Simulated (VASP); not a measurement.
Here is a VASP 6.6.1 calculation.

INCAR

```
PREC     = Accurate       # precision mode
ENCUT    = 600            # plane-wave cutoff, eV
EDIFF    = 1E-6           # SCF threshold, eV
ISMEAR   = 0              # smearing method
SIGMA    = 0.1            # smearing width, eV
LREAL    = F              # projectors in reciprocal space
LASPH    = T              # aspherical terms in the spheres
NELM     = 100            # most SCF steps
ALGO     = Normal         # electronic algorithm
ISIF     = 3              # what is computed and relaxed
LWAVE    = F              # write WAVECAR
LCHARG   = F              # write CHGCAR
GGA      = PE             # functional
IBRION   = 2              # ionic algorithm
NSW      = 70             # ionic steps
EDIFFG   = -0.008         # ionic threshold
PSTRESS  = 500.0
```

File KPOINTS:

```
regular mesh
0
Gamma
  14 14 14
```

POSCAR

```
Ge
1.0
    0.0000000000      2.5897848738      2.5897848738
    2.5897848738      0.0000000000      2.5897848738
    2.5897848738      2.5897848738      0.0000000000
Ge
2
Direct
    0.5000000000      0.5000000000      0.5000000000
    0.7500000000      0.7500000000      0.7500000000
```

Potentials or basis: VASP PAW PBE potentials, release 64 (Ge_d).

Command:

```bash
$ cat potpaw_PBE.64/Ge_d/POTCAR > POTCAR
$ mpirun -np 1 vasp_std > vasp.out
```

Task: Estimate the band gap on the k mesh.

Result: Zero (bands 14 and 15 overlap by 0.02 eV).

Task: Estimate the relaxed volume.

Result: 16.64 Å³/atom.

Task: What does it give for the relaxed cell?

Result: a = 3.611 Å, b = 3.611 Å, c = 3.611 Å, α = 60.00°, β = 60.00°, γ = 60.00°.

Final structure:
```xyz
2
Lattice="0.0000 2.5530 2.5530 2.5530 0.0000 2.5530 2.5530 2.5530 0.0000" Properties=species:S:1:pos:R:3 pbc="T T T"
Ge    2.5530    2.5530    2.5530
Ge    3.8295    3.8295    3.8295
```

Caveat: the cell is relaxed towards a set pressure, so the run minimises the enthalpy, not the energy; semilocal functionals underestimate gaps, and a narrow one can read as zero.
